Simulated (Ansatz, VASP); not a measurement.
One calculation of AlRu, two programs

Contents of INCAR:

```
SYSTEM = AlRu
PREC = Accurate ; ENCUT = 520
EDIFF = 1E-7 ; ISMEAR = 0
SIGMA = 0.15 ; LREAL = .FALSE.
LASPH = .TRUE. ; NELM = 80
ALGO = Fast ; ISIF = 2
LWAVE = .FALSE. ; LCHARG = .FALSE.
GGA = PE ; NBANDS = 16
```

KPOINTS

```
Automatic mesh
0
G
  16 16 16
  0 0 0
```

File POSCAR:

```
AlRu
1.0
    2.9018520000      0.0000000000      0.0000000000
    0.0000000000      2.9916000000      0.0000000000
    0.0000000000      0.0000000000      2.9916000000
Al Ru
1 1
Direct
    0.0000000000      0.0000000000      0.0000000000
    0.5000000000      0.5000000000      0.5000000000
```

Input for Ansatz:

```yaml
crystal:
  lattice:
    - [2.901852, 0.0, 0.0]
    - [0.0, 2.9916, 0.0]
    - [0.0, 0.0, 2.9916]
  atoms:
    - { symbol: Al, position: [0.0, 0.0, 0.0] }
    - { symbol: Ru, position: [0.5, 0.5, 0.5] }
basis:
  ecutwfc: 420
kpoints:
  mp_grid: { grid: [16, 16, 16] }
hamiltonian:
  xc: pbe
scf:
  occupations: { method: gaussian, width: 0.15 }
output:
  forces: true
  stress: true
  eigenvalues: true
```

Change from the starting cell: strain -0.0300 x Voigt [1, 0, 0, 0, 0, 0], atoms carried along.

Alike in both runs: task single point; functional PBE; k mesh 16 × 16 × 16; occupations gaussian, width 0.15 eV; no spin polarisation.

|  | VASP | Ansatz |
| --- | --- | --- |
| version | VASP 6.6.1 | Ansatz 0.2.0 |
| potentials or method | VASP PAW PBE potentials, release 64 (Al, Ru_pv), cutoff 520 eV | scalar-relativistic, plane waves, PAW |
| valence electrons in the cell | 17 | 19 |

VASP gave:

```
gap on the k mesh at the Fermi level (eV)                     : none
pressure (GPa)                                                : 9.7
traceless stress, the component that is largest in VASP (GPa) : 3.96
```

Question: What did Ansatz give for the same quantities?

Answer: gap on the k mesh at the Fermi level (eV): none; pressure (GPa): 9.7; traceless stress, the component that is largest in VASP (GPa): 3.95.

A gap of «none» marks a metal or a gap that the smearing closes. The functional is the same, so the differences come from potentials, cutoffs and numerics. VASP's potentials hold 17 valence electrons a cell and Ansatz's 19, so a difference there can come from the potentials and not from the codes.
